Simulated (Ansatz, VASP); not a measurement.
V: VASP beside Ansatz

The input INCAR:

```
SYSTEM = V
PREC = Accurate
ENCUT = 520
EDIFF = 1E-6
ISMEAR = -1
SIGMA = 0.08
LREAL = .False.
LASPH = .True.
NELM = 80
ALGO = Normal
ISIF = 2
LWAVE = .False.
LCHARG = .False.
GGA = PE
NBANDS = 12
```

File KPOINTS:

```
Automatic mesh
0
Gamma
  15 15 15
  0 0 0
```

POSCAR

```
V
1.0
    2.1558415010      0.0000000000      0.0000000000
    0.0000000000      2.1558415010      0.0000000000
    0.0000000000      0.0000000000      2.1558415010
V
1
Direct
    0.0000000000      0.0000000000      0.0000000000
```

Input for Ansatz:

```yaml
crystal:
  lattice:
    - [2.155841501, 0.0, 0.0]
    - [0.0, 2.155841501, 0.0]
    - [0.0, 0.0, 2.155841501]
  atoms:
    - { symbol: V, position: [0.0, 0.0, 0.0] }
kpoints:
  mp_grid: { grid: [15, 15, 15] }
scf:
  occupations: { method: fermi_dirac, width: 0.08 }
hamiltonian:
  xc: pbe
  pseudopotentials: { kind: all_electron, datasets: crystal }
output:
  forces: true
  stress: true
  eigenvalues: true
```

Change from the starting cell: volume scaled by 0.68, crystal datasets.

Alike in both runs: task single point; functional PBE; k mesh 15 × 15 × 15; occupations fermi-dirac, width 0.08 eV; no spin polarisation.

```csv
,VASP,Ansatz
version,VASP 6.6.1,Ansatz 0.2.0
potentials or method,"VASP PAW PBE potentials, release 64 (V_sv), cutoff 520 eV","all-electron PAW with datasets made for the crystal, scalar-relativistic"
```

```csv
,VASP,Ansatz,Ansatz less VASP
pressure (GPa),110.3,107.0,-3.37
```

Both programs put the cell under a high pressure, so it lies far from rest at this level. Ansatz ran all-electron here, and VASP with PAW potentials.

Noted on VASP's run: the cell as given lies far from equilibrium.
